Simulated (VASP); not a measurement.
Runs of VASP 6.6.1 on Mg2CdSe3. The structure is that of space group P3m1 (No. 156), or close to it. The cells are those of the table. 

| task | cell | k mesh | cutoff (eV) | smearing | gap on the mesh (eV) | pressure (GPa) | relaxed volume (Å³/atom) | largest force (eV/Å) |
| --- | --- | --- | --- | --- | --- | --- | --- | --- |
| single point | a = 4.291, b = 4.291, c = 10.482 Å, angles 90.0, 90.0, 120.0°, 6 atoms | 6 × 6 × 4 | 520 | gaussian 0.02 eV | 1.48 | 0.1 | - | 0.03 |
| single point | a = 4.290, b = 4.290, c = 10.468 Å, angles 90.0, 90.0, 120.0°, 6 atoms | 6 × 6 × 2 | 520 | gaussian 0.1 eV | 1.50 | 0.1 | - | (b) |
| relaxation of cell and atoms | relaxed from a = 4.068, b = 4.068, c = 9.964 Å, angles 90.0, 90.0, 120.0°, 6 atoms | 6 × 6 × 2 | 600 | gaussian 0.1 eV | 1.48 | 0.0 | 27.87 | 0.03 |
| single point | a = 4.068, b = 4.068, c = 9.964 Å, angles 90.0, 90.0, 120.0°, 6 atoms | 6 × 6 × 2 | 520 | gaussian 0.1 eV | 1.96 | (a) | - | 0.91 |
| relaxation of cell and atoms | relaxed from a = 4.290, b = 4.290, c = 10.468 Å, angles 90.0, 90.0, 120.0°, 6 atoms | 6 × 6 × 4 | 600 | gaussian 0.02 eV | 1.48 | 0.0 | 27.88 | 0.01 |

Alike in all rows: level PBE; potentials or basis VASP PAW PBE potentials, release 64 (Mg, Cd, Se); no spin polarisation.

Task: Estimate the missing entries.

Result: (a) 10.6; (b) 0.04.

Caveats: the volume moved by over 15 % at a fixed basis, so the end points are rough (some runs).

A k mesh can miss the band edges, and the runs leave out spin-orbit coupling on Cd, Se.
